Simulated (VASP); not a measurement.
# C in VASP: single point with PBEsol

Aim: the single point of C with PBEsol.

Everything below comes from runs of VASP 6.6.1. Logs are shortened: lines on timing, memory, paths and dates and some standing lists are left out, and cuts for length are marked.

### 1 The cell of the first run

The cell holds a slab with vacuum, 64 atoms: a = 10.052 Å, b = 5.026 Å, c = 20.219 Å, α = 90.00°, β = 90.00°, γ = 90.00°.

### 2 Single point, PBEsol

File INCAR:

```
ALGO = Normal
EDIFF = 1E-7
ENCUT = 520
GGA = PS
ISIF = 2
ISMEAR = -1
LASPH = T
LCHARG = F
LREAL = Auto
LWAVE = F
NBANDS = 166
NELM = 100
PREC = Accurate
SIGMA = 0.05
```

File KPOINTS:

```
k-points
0
Gamma
  2 3 1
```

File POSCAR:

```
C
1.0
    7.1076060000      7.1076060000      0.0000000000
   -3.5538030000      3.5538030000      0.0000000000
    0.0000000000      0.0000000000     20.2191550000
C
64
Direct
    0.0000190000      0.1127870000      0.3542550000
    0.0000320000      0.9962280000      0.5262670000
    0.2497820000      0.3882630000      0.3548110000
    0.2529220000      0.5059430000      0.5205960000
    0.5000160000      0.1147870000      0.3541250000
    0.5000260000      0.9945660000      0.5233400000
    0.7502510000      0.3883120000      0.3548030000
    0.7471500000      0.5059540000      0.5206020000
    0.1252540000      0.0180370000      0.3876050000
    0.1245260000      0.9961250000      0.5722850000
    0.3748180000      0.4825430000      0.3883960000
    0.3842010000      0.5053630000      0.5655060000
    0.6250210000      0.0186590000      0.3873340000
    0.6344900000      0.9947550000      0.5667010000
    0.8754420000      0.4818750000      0.3883510000
    0.8742190000      0.5067490000      0.5601140000
    0.0000200000      0.3867230000      0.3547570000
    0.0000310000      0.5069590000      0.5184990000
    0.2499520000      0.1143570000      0.3541580000
    0.2462460000      0.9948250000      0.5232190000
    0.5000180000      0.3886590000      0.3548380000
    0.5000210000      0.5058470000      0.5198020000
    0.7500910000      0.1144010000      0.3541830000
    0.7538130000      0.9948370000      0.5232330000
    0.1246060000      0.4818850000      0.3883440000
    0.1258650000      0.5067470000      0.5601120000
    0.3750220000      0.0186580000      0.3873320000
    0.3655810000      0.9947380000      0.5666810000
    0.6252160000      0.4825620000      0.3884010000
    0.6158650000      0.5053750000      0.5654950000
    0.8747800000      0.0180350000      0.3876050000
    0.8755410000      0.9961320000      0.5722870000
    0.1249640000      0.7515860000      0.4272490000
    0.1255350000      0.7319810000      0.6131730000
    0.3749380000      0.2466440000      0.4403970000
    0.3754780000      0.2497540000      0.6115750000
    0.6250820000      0.7529000000      0.4271360000
    0.6246040000      0.7501140000      0.6134240000
    0.8750890000      0.2472120000      0.4405120000
    0.8745330000      0.2681800000      0.6113060000
    0.0000250000      0.2455720000      0.4820630000
    0.0000500000      0.3613680000      0.6449750000
    0.2499550000      0.7515770000      0.4737100000
    0.2520640000      0.6358290000      0.6459900000
    0.5000160000      0.2465740000      0.4817060000
    0.5000430000      0.1392140000      0.6448800000
    0.7500890000      0.7515760000      0.4737170000
    0.7480300000      0.6358310000      0.6459950000
    0.1249540000      0.2472000000      0.4405100000
    0.1255660000      0.2681570000      0.6113020000
    0.3749570000      0.7528990000      0.4271310000
    0.3754910000      0.7501140000      0.6134240000
    0.6250980000      0.2466460000      0.4404030000
    0.6246290000      0.2497270000      0.6115780000
    0.8750670000      0.7515890000      0.4272540000
    0.8745540000      0.7319770000      0.6131770000
    0.0000260000      0.7535950000      0.4738010000
    0.0000480000      0.6352400000      0.6461830000
    0.2499060000      0.2478370000      0.4818340000
    0.2520170000      0.3610420000      0.6448120000
    0.5000180000      0.7526760000      0.4735540000
    0.5000430000      0.8632690000      0.6461900000
    0.7501350000      0.2478460000      0.4818440000
    0.7480760000      0.3610590000      0.6448130000
```

Potentials or basis: VASP PAW PBE potentials, release 64 (C).

Command:

```
cat potpaw_PBE.64/C/POTCAR > POTCAR
mpirun -np 1 vasp_std > vasp.out
```

OUTCAR:

```text
EDIFF = 1E-7
   ENCUT = 520
   GGA = PS
   ISIF = 2
   ISMEAR = -1
   LASPH = T
   LREAL = Auto
   NELM = 100
   PREC = Accurate

 ion  position               nearest neighbor table
   1  0.000  0.113  0.354-  17 1.38   9 1.51  31 1.51
   2  0.000  0.996  0.526-  41 1.54  32 1.56  10 1.56  57 1.62
   3  0.250  0.388  0.355-  19 1.38  25 1.50  11 1.51
   4  0.253  0.506  0.521-  26 1.51  59 1.52  43 1.56  12 1.60
   5  0.500  0.115  0.354-  21 1.38  27 1.50  13 1.50
   6  0.500  0.995  0.523-  45 1.52  61 1.58  28 1.61  14 1.61
   7  0.750  0.388  0.355-  23 1.38  15 1.50  29 1.51
   8  0.747  0.506  0.521-  16 1.51  63 1.52  47 1.56  30 1.60
   9  0.125  0.018  0.388-  19 1.50   1 1.51  33 1.56  49 1.57
  10  0.125  0.996  0.572-   2 1.56  34 1.56  20 1.58  50 1.58
  11  0.375  0.483  0.388-   3 1.51  21 1.51  51 1.57  35 1.58
  12  0.384  0.505  0.566-  22 1.49  52 1.57  36 1.59   4 1.60
  13  0.625  0.019  0.387-  23 1.50   5 1.50  37 1.56  53 1.57
  14  0.634  0.995  0.567-  24 1.49  38 1.55  54 1.57   6 1.61
  15  0.875  0.482  0.388-  17 1.50   7 1.50  55 1.57  39 1.58
  16  0.874  0.507  0.560-   8 1.51  18 1.52  56 1.56  40 1.58
  17  0.000  0.387  0.355-   1 1.38  15 1.50  25 1.50
[... 33 lines left out ...]
  51  0.375  0.753  0.427-  27 1.56  11 1.57  61 1.57  43 1.57
  52  0.375  0.750  0.613-  44 1.52  62 1.53  28 1.55  12 1.57
  53  0.625  0.247  0.440-  45 1.51  63 1.51  13 1.57  29 1.58
  54  0.625  0.250  0.612-  64 1.52  46 1.53  14 1.57  30 1.59
  55  0.875  0.752  0.427-  31 1.56  15 1.57  47 1.57  57 1.57
  56  0.875  0.732  0.613-  58 1.51  48 1.51  16 1.56  32 1.56
  57  0.000  0.754  0.474-  18 1.53  33 1.57  55 1.57   2 1.62
  58  0.000  0.635  0.646-  42 1.38  34 1.51  56 1.51
  59  0.250  0.248  0.482-  49 1.51  35 1.51   4 1.52  20 1.52
  60  0.252  0.361  0.645-  44 1.38  50 1.51  36 1.52
  61  0.500  0.753  0.474-  22 1.55  37 1.57  51 1.57   6 1.58
  62  0.500  0.863  0.646-  46 1.39  52 1.53  38 1.53
  63  0.750  0.248  0.482-  39 1.51  53 1.51   8 1.52  24 1.52
  64  0.748  0.361  0.645-  48 1.38  40 1.51  54 1.52

  LATTYP: Found a simple orthorhombic cell.
 ALAT       =     5.0258364006
 B/A-ratio  =     2.0000000000
 C/A-ratio  =     4.0230428109

  Lattice vectors:

 A1 = (   3.5538030000,  -3.5538030000,   0.0000000000)
 A2 = (   7.1076060000,   7.1076060000,   0.0000000000)
 A3 = (   0.0000000000,   0.0000000000,  20.2191550000)

Analysis of symmetry for initial positions (statically):
=====================================================================
 Subroutine PRICEL returns:
 Original cell was already a primitive cell.

 Routine SETGRP: Setting up the symmetry group for a
 simple orthorhombic supercell.

 Subroutine GETGRP returns: Found  1 space group operations
[... 227 lines left out ...]
   ISYM   =      2    0-nonsym 1-usesym 2-fastsym
   POTIM  = 0.5000    time-step for ionic-motion
   TEBEG  =    0.0;   TEEND  =   0.0 temperature during run
   PSTRESS=    0.0 pullay stress
   NELECT =     256.0000    total number of electrons
   NUPDOWN=      -1.0000    fix difference up-down
   EMIN   =  10.00;   EMAX   =-10.00  energy-range for DOS
   EFERMI =   0.00;   METHOD = LEGACY
   ISMEAR =    -1;   SIGMA  =   0.05  broadening in eV -4-tet -1-fermi 0-gaus
   EFERMI_NEDOS =   21; number of points for ismear=-14 and -15
   IALGO  =     38    algorithm
   IMIX   =      4    mixing-type and parameters
     AMIX     =   0.40;   BMIX     =  1.00
     AMIX_MAG =   1.60;   BMIX_MAG =  1.00
  volume/ion in A,a.u.               =      15.96       107.70
  Fermi-wavevector in a.u.,A,eV,Ry     =   1.032171  1.950520 14.495329  1.065377
  Thomas-Fermi vector in A             =   2.166355
   LORBIT       =      0    0 simple, 1 ext, 2 COOP (PROOUT), +10 PAW based schemes
   GGA     = PS    functional components
   LHFCALC =     F    Hartree Fock is set to
   AEXX    =    0.0000 exact exchange contribution
   IVDW    =     0    specifies the selected vdW correction
   LEPSILON=     F    determine dielectric tensor
   LRPA    =     F    only Hartree local field effects (RPA)
 non-spin polarized calculation
  energy-cutoff  :      520.00
  volume of cell :     1021.43
 maximum number of plane-waves:     27574
 NGX is ok and might be reduce to    80
   NGX = 37   NGY = 19   NGZ = 75

 number of electron     256.0000014 magnetization

 Free energy of the ion-electron system (eV)
  ---------------------------------------------------
  ext. energy  EPLUGINS =         0.00000000
  ---------------------------------------------------
  free energy    TOTEN  =      -583.10589258 eV

  energy without entropy =     -583.10588880  energy(sigma->0) =     -583.10589069

 E-fermi :   0.4536     XC(G=0):  -5.6321

 val. band max:       -0.2102443457   @ k =   0.5000   0.3333   0.0000
 cond. band min:       1.0909517315   @ k =   0.0000   0.3333   0.0000
 fundamental gap:      1.3011960772
 Fermi energy:         0.4536042085

 k-point     1 :       0.0000    0.0000    0.0000
  band No.  band energies     occupation
      1     -21.6550      2.00000
      2     -20.6362      2.00000
      3     -20.5044      2.00000
      4     -20.4797      2.00000
      5     -19.4982      2.00000
      6     -19.4936      2.00000
[... 561 lines left out ...]
    139       5.0653      0.00000
    140       5.2211      0.00000
 [bands above 140 left out]

------------------------ aborting loop because EDIFF is reached ----------------------------------------

  FORCE on cell =-STRESS in cart. coord.  units (eV):
  Direction    XX          YY          ZZ          XY          YZ          ZX
  --------------------------------------------------------------------------------------
  -------------------------------------------------------------------------------------
  Total        4.3021009      4.3117320      1.8110378     35.4602739     -0.0855152      0.0113168
  in kB        6.7480996      6.7632065      2.8407199     55.6215357     -0.1341357      0.0177511
  external PRESSURE =       5.4506753 kB  Pullay stress =       0.0000000 kB

 VOLUME and BASIS-vectors are now :
 -----------------------------------------------------------------------------
  energy-cutoff  :      520.00
  volume of cell :     1021.43
      direct lattice vectors                 reciprocal lattice vectors
     7.107606000  7.107606000  0.000000000     0.070347175  0.070347175  0.000000000
    -3.553803000  3.553803000  0.000000000    -0.140694349  0.140694349  0.000000000
     0.000000000  0.000000000 20.219155000     0.000000000  0.000000000  0.049458051

 POSITION                                       TOTAL-FORCE (eV/Angst)
 -----------------------------------------------------------------------------------
     -0.40069      0.40096      7.16274         0.047298     -0.050578     -0.042933
     -3.54017      3.54063     10.64067         0.002879     -0.003994      0.007093
      0.39554      3.15516      7.17398        -0.059182      0.071749     -0.055087
     -0.00035      3.59569     10.52601        -0.003532      0.018871      0.015056
      3.14599      3.96185      7.16011         0.056511     -0.051129     -0.046391
      0.01950      7.08848     10.58149         0.008782     -0.008063     -0.004600
[... 56 lines left out ...]
      4.45087      6.21246      9.74248         0.005984     -0.005008     -0.008035
      4.03390      6.60016     13.03757         0.052120     -0.054355      0.033646
 -----------------------------------------------------------------------------------
    total drift:                                0.007629      0.002734     -0.018268

  FREE ENERGIE OF THE ION-ELECTRON SYSTEM (eV)
  ---------------------------------------------------
  free  energy   TOTEN  =      -583.1058925789 eV

  energy  without entropy=     -583.1058887987  energy(sigma->0) =     -583.10589069
```

Wall time 45 min (1 thread of Oxide Virtual Turin-like, shared host); peak memory 1.1 GiB.

Results:

* Free energy: -583.1059 eV
* Largest force: 0.108 eV/Å

Forces in eV/Å, atoms in the order of the input:
```
C    0.047 -0.051 -0.043
C    0.003 -0.004  0.007
C   -0.059  0.072 -0.055
C   -0.004  0.019  0.015
C    0.057 -0.051 -0.046
C    0.009 -0.008 -0.005
C   -0.066  0.058 -0.050
C   -0.021  0.001  0.013
C    0.039 -0.028 -0.010
C    0.007  0.013  0.019
C   -0.031  0.042  0.017
C    0.002 -0.025 -0.011
C    0.029 -0.035 -0.004
C   -0.015  0.000  0.006
C   -0.039  0.030  0.007
C    0.020  0.008 -0.007
C   -0.055  0.056 -0.047
C   -0.013  0.016  0.027
C    0.055 -0.050 -0.031
C    0.005 -0.027 -0.008
C   -0.068  0.068 -0.048
C   -0.012  0.013 -0.016
C    0.049 -0.057 -0.040
C    0.027 -0.005 -0.013
C   -0.031  0.035  0.009
C   -0.010 -0.024 -0.009
C    0.034 -0.031 -0.006
C   -0.002  0.018  0.017
C   -0.040  0.029  0.017
C    0.031  0.000 -0.001
C    0.030 -0.036 -0.006
C   -0.010 -0.005  0.021
C    0.002 -0.004 -0.015
C   -0.037  0.030 -0.001
C    0.000  0.001  0.004
C    0.001 -0.004 -0.005
C    0.015 -0.001 -0.016
C   -0.004 -0.011  0.021
C    0.000  0.000  0.007
C    0.038 -0.037 -0.016
C    0.012 -0.011  0.012
C    0.066 -0.067  0.043
C   -0.007  0.003 -0.003
C   -0.060  0.046  0.054
C    0.005 -0.002 -0.018
C   -0.043  0.043  0.057
C   -0.003  0.010 -0.003
C   -0.049  0.059  0.052
C   -0.001  0.001  0.004
C    0.033 -0.038 -0.015
C    0.002 -0.016 -0.016
C    0.006  0.002  0.018
C   -0.003  0.002  0.002
C   -0.007  0.000 -0.004
C    0.007  0.001 -0.017
C   -0.031  0.039 -0.002
C   -0.005  0.004 -0.005
C   -0.063  0.064  0.048
C    0.007 -0.003 -0.004
C    0.053 -0.050  0.033
C    0.003 -0.003 -0.002
C    0.040 -0.041  0.041
C    0.006 -0.005 -0.008
C    0.052 -0.054  0.034
```

Caveat: the PAW data sets were made with another functional, which shifts forces and pressure a little.
